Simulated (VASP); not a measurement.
# PrHRh3 (P6_3/mcm) in VASP: single point with PBE

Aim: the single point of PrHRh3 with PBE.

All numbers are computed with VASP 6.6.1; they aren't measurements. Logs are shortened: lines on timing, memory, paths and dates and some standing lists are left out, and cuts for length are marked.

### 1 The cell of the first run

Symmetry: P6_3/mcm, No. 193, hexagonal system. Conventional cell: a = 4.728 Å, b = 4.728 Å, c = 9.704 Å, α = 90.00°, β = 90.00°, γ = 120.00°. Within 3.2 Å of Pr (site symmetry -3m) lie 2 H at 2.43 Å and 6 Rh at 2.99 Å. H (site symmetry -62m) has 3 Rh at 1.75 Å within 2.3 Å. Within 2.3 Å of Rh (site symmetry m2m) lie 1 H at 1.75 Å.

### 2 Single point, PBE

INCAR reads:

```
PREC     = Accurate       # precision mode
ENCUT    = 520            # plane-wave cutoff, eV
EDIFF    = 1E-6           # SCF threshold, eV
ISMEAR   = 0              # smearing method
SIGMA    = 0.2            # smearing width, eV
LREAL    = F              # projectors in reciprocal space
LASPH    = T              # aspherical terms in the spheres
NELM     = 100            # most SCF steps
ALGO     = Normal         # electronic algorithm
ISIF     = 2              # what is computed and relaxed
LWAVE    = F              # write WAVECAR
LCHARG   = F              # write CHGCAR
GGA      = PE             # functional
NBANDS   = 70             # bands
```

KPOINTS reads:

```
Automatic mesh
0
Gamma
  4 4 2
```

POSCAR reads:

```
PrHRh3
1.0
    4.7284966677      0.0000000026      0.0000000000
   -2.3642483361      4.0949982347      0.0000000000
    0.0000000000      0.0000000000      9.7041954629
Pr H Rh
2 2 6
Direct
    0.0000000000      0.0000000000      0.0000000000
    0.0000000000      0.0000000000      0.5000000000
    0.0000000000      0.0000000000      0.2500000000
    0.0000000000      0.0000000000      0.7500000000
    0.6288751409      0.0000000000      0.2500000000
    0.0000000000      0.6288751409      0.2500000000
    0.3711248591      0.3711248591      0.2500000000
    0.3711248591      0.0000000000      0.7500000000
    0.0000000000      0.3711248591      0.7500000000
    0.6288751409      0.6288751409      0.7500000000
```

Potentials or basis: VASP PAW PBE potentials, release 64 (Pr, H, Rh_pv).

Launch:

```console
> cat potpaw_PBE.64/Pr/POTCAR potpaw_PBE.64/H/POTCAR potpaw_PBE.64/Rh_pv/POTCAR > POTCAR
> mpirun -np 1 vasp_std > vasp.out
```

OUTCAR:

```text
PREC = Accurate
   ENCUT = 520
   EDIFF = 1E-6
   ISMEAR = 0
   LREAL = F
   LASPH = T
   NELM = 100
   ISIF = 2
   GGA = PE

 ion  position               nearest neighbor table
   1  0.000  0.000  0.000-   5 2.99   8 2.99   6 2.99   9 2.99   7 2.99  10 2.99
   2  0.000  0.000  0.500-   5 2.99   8 2.99   6 2.99   9 2.99   7 2.99  10 2.99
   3  0.000  0.000  0.250-   5 1.75   6 1.75   7 1.75
   4  0.000  0.000  0.750-   8 1.75   9 1.75  10 1.75
   5  0.629  0.000  0.250-   3 1.75   7 2.59   6 2.59   7 2.59   6 2.59   1 2.99   2 2.99   6 3.04
                             7 3.04
   6  0.000  0.629  0.250-   3 1.75   7 2.59   7 2.59   5 2.59   5 2.59   1 2.99   2 2.99   5 3.04
                             7 3.04
   7  0.371  0.371  0.250-   3 1.75   6 2.59   6 2.59   5 2.59   5 2.59   2 2.99   1 2.99   5 3.04
                             6 3.04
   8  0.371  0.000  0.750-   4 1.75  10 2.59   9 2.59  10 2.59   9 2.59   2 2.99   1 2.99   9 3.04
                            10 3.04
   9  0.000  0.371  0.750-   4 1.75  10 2.59  10 2.59   8 2.59   8 2.59   2 2.99   1 2.99   8 3.04
                            10 3.04
  10  0.629  0.629  0.750-   4 1.75   9 2.59   9 2.59   8 2.59   8 2.59   2 2.99   1 2.99   8 3.04
                             9 3.04

  LATTYP: Found a hexagonal cell.
 ALAT       =     4.7284966677
 C/A-ratio  =     2.0522792221

  Lattice vectors:

 A1 = (   4.7284966677,   0.0000000026,   0.0000000000)
 A2 = (  -2.3642483361,   4.0949982347,   0.0000000000)
 A3 = (   0.0000000000,   0.0000000000,   9.7041954629)

Analysis of symmetry for initial positions (statically):
=====================================================================
 Subroutine PRICEL returns:
 Original cell was already a primitive cell.

 Routine SETGRP: Setting up the symmetry group for a
 hexagonal supercell.

 Subroutine GETGRP returns: Found 24 space group operations
 (whereof 12 operations were pure point group operations)
 out of a pool of 24 trial point group operations.

The static configuration has the point symmetry D_3d.
 The point group associated with its full space group is D_6h.

Analysis of symmetry for dynamics (positions and initial velocities):
=====================================================================
 Subroutine PRICEL returns:
 Original cell was already a primitive cell.

 Routine SETGRP: Setting up the symmetry group for a
 hexagonal supercell.

 Subroutine GETGRP returns: Found 24 space group operations
 (whereof 12 operations were pure point group operations)
 out of a pool of 24 trial point group operations.

The dynamic configuration has the point symmetry D_3d.
 The point group associated with its full space group is D_6h.

 Subroutine INISYM returns: Found 24 space group operations
 (whereof 12 operations are pure point group operations),
 and found     1 'primitive' translations

----------------------------------------------------------------------------------------

                                     Primitive cell

  volume of cell :     187.9041

  direct lattice vectors                    reciprocal lattice vectors
     4.728496668  0.000000003  0.000000000     0.211483706  0.122100175  0.000000000
    -2.364248336  4.094998235  0.000000000    -0.000000000  0.244200349  0.000000000
     0.000000000  0.000000000  9.704195463     0.000000000  0.000000000  0.103048213

  length of vectors
     4.728496668  4.728496668  9.704195463     0.244200349  0.244200349  0.103048213

  position of ions in fractional coordinates (direct lattice)
     0.000000000  0.000000000  0.000000000
     0.000000000  0.000000000  0.500000000
     0.000000000  0.000000000  0.250000000
     0.000000000  0.000000000  0.750000000
     0.628875141  0.000000000  0.250000000
     0.000000000  0.628875141  0.250000000
     0.371124859  0.371124859  0.250000000
     0.371124859  0.000000000  0.750000000
     0.000000000  0.371124859  0.750000000
     0.628875141  0.628875141  0.750000000

  ion indices of the primitive-cell ions
   primitive index   ion index
                 1           1
                 2           2
                 3           3
                 4           4
                 5           5
                 6           6
                 7           7
                 8           8
                 9           9
                10          10

----------------------------------------------------------------------------------------

 KPOINTS: Automatic mesh

Automatic generation of k-mesh.
 Grid dimensions read from file:
 generate k-points for:    4    4    2

 Generating k-lattice:

  Cartesian coordinates                     Fractional coordinates (reciprocal lattice)
     0.052870927  0.030525044  0.000000000     0.250000000  0.000000000  0.000000000
    -0.000000000  0.061050087  0.000000000     0.000000000  0.250000000  0.000000000
     0.000000000  0.000000000  0.051524106     0.000000000  0.000000000  0.500000000

  Length of vectors
     0.061050087  0.061050087  0.051524106

  Shift w.r.t. Gamma in fractional coordinates (k-lattice)
     0.000000000  0.000000000  0.000000000

 Subroutine IBZKPT returns following result:
 ===========================================

 Found      8 irreducible k-points:

 Following reciprocal coordinates:
            Coordinates               Weight
  0.000000  0.000000  0.000000      1.000000
  0.250000  0.000000  0.000000      6.000000
  0.500000  0.000000  0.000000      3.000000
  0.250000  0.250000  0.000000      6.000000
  0.000000  0.000000  0.500000      1.000000
  0.250000  0.000000  0.500000      6.000000
  0.500000  0.000000  0.500000      3.000000
  0.250000  0.250000  0.500000      6.000000
   k-points           NKPTS =      8   k-points in BZ     NKDIM =      8   number of bands    NBANDS=     70
   number of dos      NEDOS =    301   number of ions     NIONS =     10
   total plane-waves  NPLWV =  93312
   dimension x,y,z NGX =    36 NGY =   36 NGZ =   72
   dimension x,y,z NGXF=    72 NGYF=   72 NGZF=  144
   ions per type =               2   2   6
   NGX,Y,Z   is equivalent  to a cutoff of  12.66, 12.66, 12.33 a.u.
   NGXF,Y,Z  is equivalent  to a cutoff of  25.31, 25.31, 24.67 a.u.
 SYSTEM =  unknown system
   PREC   = accura    normal or accurate (medium, high low for compatibility)
   ISTART =      0    job   : 0-new  1-cont  2-samecut
   ICHARG =      2    charge: 1-file 2-atom 10-const
   ISPIN  =      1    spin polarized calculation?
   LNONCOLLINEAR =      F non collinear calculations
   LSORBIT =      F    spin-orbit coupling
   LASPH  =      T    aspherical Exc in radial PAW
   ENCUT  =  520.0 eV  38.22 Ry    6.18 a.u.   8.79  8.79 18.04*2*pi/ulx,y,z
   NELM   =    100;   NELMIN=  2; NELMDL= -5     # of ELM steps
   EDIFF  = 0.1E-05   stopping-criterion for ELM
   LREAL  =      F    real-space projection
   EDIFFG = 0.1E-04   stopping-criterion for IOM
   NSW    =      0    number of steps for IOM
   IBRION =     -1    ionic relax: 0-MD 1-quasi-New 2-CG
   NFREE  =      0    steps in history (QN), initial steepest desc. (CG)
   ISIF   =      2    stress and relaxation
   ISYM   =      2    0-nonsym 1-usesym 2-fastsym
   POTIM  = 0.5000    time-step for ionic-motion
   TEBEG  =    0.0;   TEEND  =   0.0 temperature during run
   PSTRESS=    0.0 pullay stress
   NELECT =     118.0000    total number of electrons
   NUPDOWN=      -1.0000    fix difference up-down
   EMIN   =  10.00;   EMAX   =-10.00  energy-range for DOS
   EFERMI =   0.00;   METHOD = LEGACY
   ISMEAR =     0;   SIGMA  =   0.20  broadening in eV -4-tet -1-fermi 0-gaus
   EFERMI_NEDOS =   21; number of points for ismear=-14 and -15
   IALGO  =     38    algorithm
   IMIX   =      4    mixing-type and parameters
     AMIX     =   0.40;   BMIX     =  1.00
     AMIX_MAG =   1.60;   BMIX_MAG =  1.00
  volume/ion in A,a.u.               =      18.79       126.80
  Fermi-wavevector in a.u.,A,eV,Ry     =   1.401920  2.649246 26.740633  1.965381
  Thomas-Fermi vector in A             =   2.524734
   LORBIT       =      0    0 simple, 1 ext, 2 COOP (PROOUT), +10 PAW based schemes
   GGA     = PE    functional components
   LHFCALC =     F    Hartree Fock is set to
   AEXX    =    0.0000 exact exchange contribution
   IVDW    =     0    specifies the selected vdW correction
   LEPSILON=     F    determine dielectric tensor
   LRPA    =     F    only Hartree local field effects (RPA)
 non-spin polarized calculation
 Gauss-broadening in eV      SIGMA  =   0.20
  energy-cutoff  :      520.00
  volume of cell :      187.90
 maximum number of plane-waves:      5080
 NGX is ok and might be reduce to    36
   NGX = 17   NGY = 17   NGZ = 37

 number of electron     118.0000011 magnetization

 Free energy of the ion-electron system (eV)
  ---------------------------------------------------
  ext. energy  EPLUGINS =         0.00000000
  ---------------------------------------------------
  free energy    TOTEN  =       -62.28041956 eV

  energy without entropy =      -61.76359274  energy(sigma->0) =      -62.02200615

 E-fermi :   6.5308     XC(G=0): -10.9070

 val. band max:        6.4301373270   @ k =   0.0000   0.0000   0.0000
 cond. band min:       6.5699924344   @ k =   0.2500   0.0000   0.0000
 fundamental gap:      0.1398551074
 Fermi energy:         6.5307733155

 k-point     1 :       0.0000    0.0000    0.0000
  band No.  band energies     occupation
      1     -39.8377      2.00000
      2     -39.8377      2.00000
      3     -39.7479      2.00000
      4     -39.7479      2.00000
      5     -39.7479      2.00000
      6     -39.7479      2.00000
[... 62 lines left out ...]
     69       6.8748      0.01499
     70       6.9758      0.00165
[... 509 lines left out ...]
     69       6.8586      0.02046
     70       6.8639      0.01849

------------------------ aborting loop because EDIFF is reached ----------------------------------------

  FORCE on cell =-STRESS in cart. coord.  units (eV):
  Direction    XX          YY          ZZ          XY          YZ          ZX
  --------------------------------------------------------------------------------------
  -------------------------------------------------------------------------------------
  Total       -1.2618524     -1.2618524    -11.1086449     -0.0000000     -0.0000000      0.0000000
  in kB      -10.7592697    -10.7592697    -94.7186118     -0.0000000     -0.0000000      0.0000000
  external PRESSURE =     -38.7457171 kB  Pullay stress =       0.0000000 kB

 VOLUME and BASIS-vectors are now :
 -----------------------------------------------------------------------------
  energy-cutoff  :      520.00
  volume of cell :      187.90
      direct lattice vectors                 reciprocal lattice vectors
     4.728496668  0.000000003  0.000000000     0.211483706  0.122100175  0.000000000
    -2.364248336  4.094998235  0.000000000    -0.000000000  0.244200349  0.000000000
     0.000000000  0.000000000  9.704195463     0.000000000  0.000000000  0.103048213

 POSITION                                       TOTAL-FORCE (eV/Angst)
 -----------------------------------------------------------------------------------
      0.00000      0.00000      0.00000        -0.000000      0.000000      0.000000
      0.00000      0.00000      4.85210        -0.000000      0.000000      0.000000
      0.00000      0.00000      2.42605        -0.000000      0.000000      0.000000
      0.00000      0.00000      7.27815        -0.000000      0.000000      0.000000
      2.97363      0.00000      2.42605         0.500895      0.000000      0.000000
     -1.48682      2.57524      2.42605        -0.250448      0.433788     -0.000000
      0.87743      1.51976      2.42605        -0.250448     -0.433788      0.000000
      1.75486      0.00000      7.27815        -0.500895     -0.000000     -0.000000
     -0.87743      1.51976      7.27815         0.250448     -0.433788     -0.000000
      1.48682      2.57524      7.27815         0.250448      0.433788     -0.000000
 -----------------------------------------------------------------------------------
    total drift:                               -0.000000     -0.000000      0.000000

  FREE ENERGIE OF THE ION-ELECTRON SYSTEM (eV)
  ---------------------------------------------------
  free  energy   TOTEN  =       -62.2804195648 eV

  energy  without entropy=      -61.7635927390  energy(sigma->0) =      -62.02200615
```

Run time: 5.8 min. Hardware: 1 thread of Intel Xeon 6975P-C (Granite Rapids), shared host; peak memory 0.34 GiB.

Results:

```yaml
Free_energy: -62.2804 eV
Pressure: -3.9 GPa
Largest_force: 0.501 eV/Å
Band_gap_on_the_k_mesh: zero (band 59 reaches 6.69 eV, above the bottom of band 60 at 6.62 eV)
```

Forces in eV/Å, atoms in the order of the input:
```
Pr   0.000  0.000  0.000
Pr   0.000  0.000  0.000
H    0.000  0.000  0.000
H    0.000  0.000  0.000
Rh   0.501  0.000  0.000
Rh  -0.250  0.434  0.000
Rh  -0.250 -0.434  0.000
Rh  -0.501  0.000  0.000
Rh   0.250 -0.434  0.000
Rh   0.250  0.434  0.000
```

Caveat: the k points lie up to 0.38 Å⁻¹ apart; spin-orbit coupling is left out, which moves the levels of the heavy elements; without U or exact exchange the open f shell lies at the Fermi level, which spoils levels, moments and volumes. Spin polarisation is off, so any magnetic state and its effect on volume and gap are missing.
